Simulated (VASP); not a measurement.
# Si3Sb2Te (P-3m1) in VASP: further runs

Si3Sb2Te is run at these levels: PBE; tasks: single point, relaxation of cell and atoms.

Everything below comes from runs of VASP 6.6.1. Logs are shortened: lines on timing, memory, paths and dates and some standing lists are left out, and cuts for length are marked.

## (1) The cell of the first run

It takes space group P-3m1 (No. 164, trigonal). Conventional cell: a = 4.031 Å, b = 4.031 Å, c = 9.842 Å, α = 90.00°, β = 90.00°, γ = 120.00°. Within 3.7 Å of Si (site symmetry 3m) lie 3 Sb at 2.79 Å and 3 Te at 2.91 Å. Within 3.8 Å of Si (site symmetry -3m) lie 6 Sb at 2.85 Å. Within 3.7 Å of Sb (site symmetry 3m) lie 6 Si at 2.79 to 2.85 Å. Within 3.8 Å of Te (site symmetry -3m) lie 6 Si at 2.91 Å.

## (2) Single point, PBE

Contents of INCAR:

```
SYSTEM = Si3Sb2Te
PREC = Accurate ; ENCUT = 500
EDIFF = 1E-6 ; ISMEAR = 0
SIGMA = 0.1 ; LREAL = .False.
LASPH = .True. ; NELM = 120
ALGO = Normal ; ISIF = 2
LWAVE = .False. ; LCHARG = .True.
GGA = PE ; LELF = .True.
LVHAR = .True. ; NBANDS = 23
GGA_COMPAT = .False.
```

Contents of KPOINTS:

```
Automatic mesh
0
Gamma
  6 6 2
  0 0 0
```

Contents of POSCAR:

```
Si3Sb2Te
1.0
    4.0311253996      0.0000000000      0.0000000000
   -2.0155626998      3.4910570019      0.0000000000
    0.0000000000      0.0000000000      9.8424960225
Si Sb Te
3 2 1
Direct
    0.3333333333      0.6666666667      0.1766771911
    0.6666666667      0.3333333333      0.8233228089
    0.0000000000      0.0000000000      0.5000000000
    0.3333333333      0.6666666667      0.6676913556
    0.6666666667      0.3333333333      0.3323086444
    0.0000000000      0.0000000000      0.0000000000
```

Potentials or basis: VASP PAW PBE potentials, release 64 (Si, Sb, Te).

The run is started by

```console
cat potpaw_PBE.64/Si/POTCAR potpaw_PBE.64/Sb/POTCAR potpaw_PBE.64/Te/POTCAR > POTCAR
mpirun -np 1 vasp_std > vasp.out
```

OUTCAR:

```text
SYSTEM = Si3Sb2Te
   PREC = Accurate
   ENCUT = 500
   EDIFF = 1E-6
   ISMEAR = 0
   LREAL = .False.
   LASPH = .True.
   NELM = 120
   ISIF = 2
   GGA = PE

 ion  position               nearest neighbor table
   1  0.333  0.667  0.177-   5 2.79   5 2.79   5 2.79   6 2.91   6 2.91   6 2.91
   2  0.667  0.333  0.823-   4 2.79   4 2.79   4 2.79   6 2.91   6 2.91   6 2.91
   3  0.000  0.000  0.500-   4 2.85   5 2.85   5 2.85   4 2.85   5 2.85   4 2.85
   4  0.333  0.667  0.668-   2 2.79   2 2.79   2 2.79   3 2.85   3 2.85   3 2.85
   5  0.667  0.333  0.332-   1 2.79   1 2.79   1 2.79   3 2.85   3 2.85   3 2.85
   6  0.000  0.000  0.000-   1 2.91   2 2.91   2 2.91   1 2.91   2 2.91   1 2.91

  LATTYP: Found a hexagonal cell.
 ALAT       =     4.0311253996
 C/A-ratio  =     2.4416248682

  Lattice vectors:

 A1 = (   4.0311253996,   0.0000000000,   0.0000000000)
 A2 = (  -2.0155626998,   3.4910570019,   0.0000000000)
 A3 = (   0.0000000000,   0.0000000000,   9.8424960225)

Analysis of symmetry for initial positions (statically):
=====================================================================
 Subroutine PRICEL returns:
 Original cell was already a primitive cell.

 Routine SETGRP: Setting up the symmetry group for a
 hexagonal supercell.

 Subroutine GETGRP returns: Found 12 space group operations
 (whereof 12 operations were pure point group operations)
 out of a pool of 24 trial point group operations.

The static configuration has the point symmetry D_3d.

Analysis of symmetry for dynamics (positions and initial velocities):
=====================================================================
 Subroutine PRICEL returns:
 Original cell was already a primitive cell.

 Routine SETGRP: Setting up the symmetry group for a
 hexagonal supercell.

 Subroutine GETGRP returns: Found 12 space group operations
 (whereof 12 operations were pure point group operations)
 out of a pool of 24 trial point group operations.

The dynamic configuration has the point symmetry D_3d.

 Subroutine INISYM returns: Found 12 space group operations
 (whereof 12 operations are pure point group operations),
 and found     1 'primitive' translations

----------------------------------------------------------------------------------------

                                     Primitive cell

  volume of cell :     138.5123

  direct lattice vectors                    reciprocal lattice vectors
     4.031125400  0.000000000  0.000000000     0.248069683  0.143223098  0.000000000
    -2.015562700  3.491057002  0.000000000     0.000000000  0.286446197  0.000000000
     0.000000000  0.000000000  9.842496023     0.000000000  0.000000000  0.101600244

  length of vectors
     4.031125400  4.031125400  9.842496023     0.286446197  0.286446197  0.101600244

  position of ions in fractional coordinates (direct lattice)
     0.333333333  0.666666667  0.176677191
     0.666666667  0.333333333  0.823322809
     0.000000000  0.000000000  0.500000000
     0.333333333  0.666666667  0.667691356
     0.666666667  0.333333333  0.332308644
     0.000000000  0.000000000  0.000000000

  ion indices of the primitive-cell ions
   primitive index   ion index
                 1           1
                 2           2
                 3           3
                 4           4
                 5           5
                 6           6

----------------------------------------------------------------------------------------

 KPOINTS: Automatic mesh

Automatic generation of k-mesh.
 Grid dimensions read from file:
 generate k-points for:    6    6    2

 Generating k-lattice:

  Cartesian coordinates                     Fractional coordinates (reciprocal lattice)
     0.041344947  0.023870516  0.000000000     0.166666667  0.000000000  0.000000000
     0.000000000  0.047741033  0.000000000     0.000000000  0.166666667  0.000000000
     0.000000000  0.000000000  0.050800122     0.000000000  0.000000000  0.500000000

  Length of vectors
     0.047741033  0.047741033  0.050800122

  Shift w.r.t. Gamma in fractional coordinates (k-lattice)
     0.000000000  0.000000000  0.000000000

 Subroutine IBZKPT returns following result:
 ===========================================

 Found     14 irreducible k-points:

 Following reciprocal coordinates:
            Coordinates               Weight
  0.000000  0.000000  0.000000      1.000000
  0.166667  0.000000  0.000000      6.000000
  0.333333 -0.000000  0.000000      6.000000
  0.500000  0.000000  0.000000      3.000000
  0.166667  0.166667  0.000000      6.000000
  0.333333  0.166667  0.000000     12.000000
  0.333333  0.333333  0.000000      2.000000
  0.000000  0.000000  0.500000      1.000000
  0.166667  0.000000  0.500000      6.000000
  0.333333 -0.000000  0.500000      6.000000
  0.500000  0.000000  0.500000      3.000000
  0.166667  0.166667  0.500000      6.000000
  0.333333  0.166667  0.500000     12.000000
  0.333333  0.333333  0.500000      2.000000
   k-points           NKPTS =     14   k-points in BZ     NKDIM =     14   number of bands    NBANDS=     23
   number of dos      NEDOS =    301   number of ions     NIONS =      6
   total plane-waves  NPLWV =  64800
   dimension x,y,z NGX =    30 NGY =   30 NGZ =   72
   dimension x,y,z NGXF=    60 NGYF=   60 NGZF=  144
   ions per type =               3   2   1
   NGX,Y,Z   is equivalent  to a cutoff of  12.37, 12.37, 12.16 a.u.
   NGXF,Y,Z  is equivalent  to a cutoff of  24.74, 24.74, 24.32 a.u.
 SYSTEM =  Si3Sb2Te
   PREC   = accura    normal or accurate (medium, high low for compatibility)
   ISTART =      0    job   : 0-new  1-cont  2-samecut
   ICHARG =      2    charge: 1-file 2-atom 10-const
   ISPIN  =      1    spin polarized calculation?
   LNONCOLLINEAR =      F non collinear calculations
   LSORBIT =      F    spin-orbit coupling
   LASPH  =      T    aspherical Exc in radial PAW
   ENCUT  =  500.0 eV  36.75 Ry    6.06 a.u.   7.35  7.35 17.95*2*pi/ulx,y,z
   NELM   =    120;   NELMIN=  2; NELMDL= -5     # of ELM steps
   EDIFF  = 0.1E-05   stopping-criterion for ELM
   LREAL  =      F    real-space projection
   EDIFFG = 0.1E-04   stopping-criterion for IOM
   NSW    =      0    number of steps for IOM
   IBRION =     -1    ionic relax: 0-MD 1-quasi-New 2-CG
   NFREE  =      0    steps in history (QN), initial steepest desc. (CG)
   ISIF   =      2    stress and relaxation
   ISYM   =      2    0-nonsym 1-usesym 2-fastsym
   POTIM  = 0.5000    time-step for ionic-motion
   TEBEG  =    0.0;   TEEND  =   0.0 temperature during run
   PSTRESS=    0.0 pullay stress
   NELECT =      28.0000    total number of electrons
   NUPDOWN=      -1.0000    fix difference up-down
   EMIN   =  10.00;   EMAX   =-10.00  energy-range for DOS
   EFERMI =   0.00;   METHOD = LEGACY
   ISMEAR =     0;   SIGMA  =   0.10  broadening in eV -4-tet -1-fermi 0-gaus
   EFERMI_NEDOS =   21; number of points for ismear=-14 and -15
   IALGO  =     38    algorithm
   IMIX   =      4    mixing-type and parameters
     AMIX     =   0.40;   BMIX     =  1.00
     AMIX_MAG =   1.60;   BMIX_MAG =  1.00
  volume/ion in A,a.u.               =      23.09       155.79
  Fermi-wavevector in a.u.,A,eV,Ry     =   0.960796  1.815642 12.559941  0.923130
  Thomas-Fermi vector in A             =   2.090112
   LORBIT       =      0    0 simple, 1 ext, 2 COOP (PROOUT), +10 PAW based schemes
   GGA     = PE    functional components
   LHFCALC =     F    Hartree Fock is set to
   AEXX    =    0.0000 exact exchange contribution
   IVDW    =     0    specifies the selected vdW correction
   LEPSILON=     F    determine dielectric tensor
   LRPA    =     F    only Hartree local field effects (RPA)
 non-spin polarized calculation
 Gauss-broadening in eV      SIGMA  =   0.10
  energy-cutoff  :      500.00
  volume of cell :      138.51
 maximum number of plane-waves:      3545
 NGX is ok and might be reduce to    30
   NGX = 15   NGY = 15   NGZ = 35

 number of electron      27.9999998 magnetization

 Free energy of the ion-electron system (eV)
  ---------------------------------------------------
  ext. energy  EPLUGINS =         0.00000000
  ---------------------------------------------------
  free energy    TOTEN  =       -26.06782440 eV

  energy without entropy =      -26.05389963  energy(sigma->0) =      -26.06086202

 E-fermi :   7.5574     XC(G=0): -10.0333

 val. band max:        7.5121235460   @ k =   0.1667   0.0000   0.5000
 cond. band min:       7.5890850430   @ k =   0.3333   0.1667   0.0000
 fundamental gap:      0.0769614970
 Fermi energy:         7.5574357884

 k-point     1 :       0.0000    0.0000    0.0000
  band No.  band energies     occupation
      1      -5.6295      2.00000
      2      -4.1240      2.00000
      3      -3.6966      2.00000
      4       0.3609      2.00000
      5       0.8350      2.00000
      6       5.7776      2.00000
[... 15 lines left out ...]
     22      12.1464      0.00000
     23      12.2600      0.00000

 k-point     2 :       0.1667    0.0000    0.0000
  band No.  band energies     occupation
      1      -5.3474      2.00000
      2      -3.8461      2.00000
      3      -3.3928      2.00000
      4       0.4529      2.00000
      5       0.9795      2.00000
      6       3.6181      2.00000
[... 15 lines left out ...]
     22      11.5790      0.00000
     23      11.8438      0.00000

 k-point     3 :       0.3333   -0.0000    0.0000
  band No.  band energies     occupation
      1      -4.5873      2.00000
      2      -3.0884      2.00000
      3      -2.5466      2.00000
      4      -0.1724      2.00000
      5       1.1279      2.00000
      6       1.5216      2.00000
[... 15 lines left out ...]
     22      12.6466      0.00000
     23      13.2869      0.00000
[... 235 lines left out ...]
 k-point    13 :       0.3333    0.1667    0.5000
  band No.  band energies     occupation
      1      -4.0220      2.00000
      2      -2.5460      2.00000
      3      -1.8468      2.00000
      4      -0.4166      2.00000
      5       0.2688      2.00000
      6       0.8504      2.00000
[... 15 lines left out ...]
     22      12.1310      0.00000
     23      13.7935      0.00000

 k-point    14 :       0.3333    0.3333    0.5000
  band No.  band energies     occupation
      1      -3.7129      2.00000
      2      -1.6390      2.00000
      3      -1.6390      2.00000
      4      -0.3665      2.00000
      5      -0.3665      2.00000
      6      -0.1978      2.00000
[... 15 lines left out ...]
     22      13.8372      0.00000
     23      13.8394      0.00000

------------------------ aborting loop because EDIFF is reached ----------------------------------------

  FORCE on cell =-STRESS in cart. coord.  units (eV):
  Direction    XX          YY          ZZ          XY          YZ          ZX
  --------------------------------------------------------------------------------------
  -------------------------------------------------------------------------------------
  Total       -0.2894365     -0.2894365     -0.1558637      0.0000000      0.0000000     -0.0000000
  in kB       -3.3479226     -3.3479226     -1.8028805      0.0000000      0.0000000     -0.0000000
  external PRESSURE =      -2.8329086 kB  Pullay stress =       0.0000000 kB

 VOLUME and BASIS-vectors are now :
 -----------------------------------------------------------------------------
  energy-cutoff  :      500.00
  volume of cell :      138.51
      direct lattice vectors                 reciprocal lattice vectors
     4.031125400  0.000000000  0.000000000     0.248069683  0.143223098  0.000000000
    -2.015562700  3.491057002  0.000000000     0.000000000  0.286446197  0.000000000
     0.000000000  0.000000000  9.842496023     0.000000000  0.000000000  0.101600244

 POSITION                                       TOTAL-FORCE (eV/Angst)
 -----------------------------------------------------------------------------------
     -0.00000      2.32737      1.73894        -0.000000      0.000000     -0.048700
      2.01556      1.16369      8.10355         0.000000     -0.000000      0.048700
      0.00000      0.00000      4.92125         0.000000      0.000000      0.000000
     -0.00000      2.32737      6.57175         0.000000      0.000000     -0.100335
      2.01556      1.16369      3.27075        -0.000000     -0.000000      0.100335
      0.00000      0.00000      0.00000         0.000000      0.000000      0.000000
 -----------------------------------------------------------------------------------
    total drift:                               -0.000000     -0.000000     -0.000000

  FREE ENERGIE OF THE ION-ELECTRON SYSTEM (eV)
  ---------------------------------------------------
  free  energy   TOTEN  =       -26.0678244043 eV

  energy  without entropy=      -26.0538996338  energy(sigma->0) =      -26.06086202
```

Wall time 24 s (1 thread of AMD EPYC 9R45 (Zen 5), shared host); peak memory 0.22 GiB.

Results:

| Property | Result |
| --- | --- |
| Free energy | -26.0678 eV |
| Pressure | -0.3 GPa |
| Largest force | 0.100 eV/Å |
| Band gap on the k mesh | zero (band 14 reaches 8.60 eV, above the bottom of band 15 at 6.24 eV) |

Forces in eV/Å, atoms in the order of the input:
```
Si   0.000  0.000 -0.049
Si   0.000  0.000  0.049
Si   0.000  0.000  0.000
Sb   0.000  0.000 -0.100
Sb   0.000  0.000  0.100
Te   0.000  0.000  0.000
```

Stress tensor (GPa, compression positive):
```
-0.33  0.00  0.00
 0.00 -0.33  0.00
 0.00  0.00 -0.18
```

Caveat: spin-orbit coupling is left out, which moves the levels of the heavy elements.

[end of part 1 of 2]
